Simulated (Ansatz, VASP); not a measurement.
**Two plane-wave programs on TaN**

```xyz
6
Lattice="5.1996 0.0000 0.0000 -2.5998 4.5030 0.0000 0.0000 0.0000 2.9686" Properties=species:S:1:pos:R:3 pbc="T T T"
Ta    0.0000    3.0020    1.4843
Ta    2.5998    1.5010    1.4843
Ta    0.0000    0.0000    0.0000
N     2.0399    0.0000    0.0000
N     1.5799    2.7364    0.0000
N    -1.0199    1.7666    0.0000
```

Change from the starting cell: strain along c alone, the other axes held, atoms relaxed: +2.0 %.

Alike in both runs: functional r2SCAN; k mesh 12 × 12 × 12; occupations gaussian, width 0.1 eV; no spin polarisation.

Ansatz relaxed the structure, and its values are those at the end. VASP's run is a single point on that final structure, the one shown.

|  | VASP | Ansatz |
| --- | --- | --- |
| version | VASP 6.6.1 | Ansatz 0.2.0 |
| potentials or method | VASP PAW PBE potentials, release 64 (Ta_pv, N), cutoff 520 eV | scalar-relativistic, plane waves, PAW |
| valence electrons in the cell | 48 | 54 |

|  | VASP | Ansatz | Ansatz less VASP |
| --- | --- | --- | --- |
| gap on the k mesh at the Fermi level (eV) | none | none | - |
| pressure (GPa) | -5.0 | -6.4 | -1.46 |
| rms of the force components (eV/Å) | 0.004 | 0.001 | -0.0032 |

VASP's potentials were made for PBE, not for r2SCAN. A gap of «none» marks a metal or a gap that the smearing closes. With one functional, cell and mesh, what is left measures potentials, basis and numerics. VASP's potentials hold 48 valence electrons a cell and Ansatz's 54, so a difference there can come from the potentials and not from the codes. Ansatz's warnings: stress scf threshold loose.

Neither program's run includes spin-orbit coupling.
